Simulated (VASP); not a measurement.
A run of VASP 6.6.1 is set up as follows.

The input INCAR:

```
ALGO = Normal
EDIFF = 1E-6
ENCUT = 600
GGA = PE
GGA_COMPAT = False
ISIF = 2
ISMEAR = 0
LASPH = True
LCHARG = True
LELF = True
LREAL = False
LVHAR = True
LWAVE = False
NBANDS = 15
NELM = 120
PREC = Accurate
SIGMA = 0.01
```

File KPOINTS:

```
k-points
0
Gamma
  6 6 6
```

File POSCAR:

```
BaO
1.0
    0.0000000000      2.8413727842      2.8413727842
    2.8413727842      0.0000000000      2.8413727842
    2.8413727842      2.8413727842      0.0000000000
Ba O
1 1
Direct
    0.0000000000      0.0000000000      0.0000000000
    0.5000000000      0.5000000000      0.5000000000
```

Potentials or basis: VASP PAW PBE potentials, release 64 (Ba_sv, O).

Launch:

```console
$ cat potpaw_PBE.64/Ba_sv/POTCAR potpaw_PBE.64/O/POTCAR > POTCAR
$ mpirun -np 1 vasp_std > vasp.out
```

(1) What does it give for the band gap on the k mesh?

(2) Predict the pressure.

Answers

(1) 2.20 eV.

(2) -2.3 GPa.

Caveat: spin-orbit coupling is left out, which moves the levels of the heavy elements.
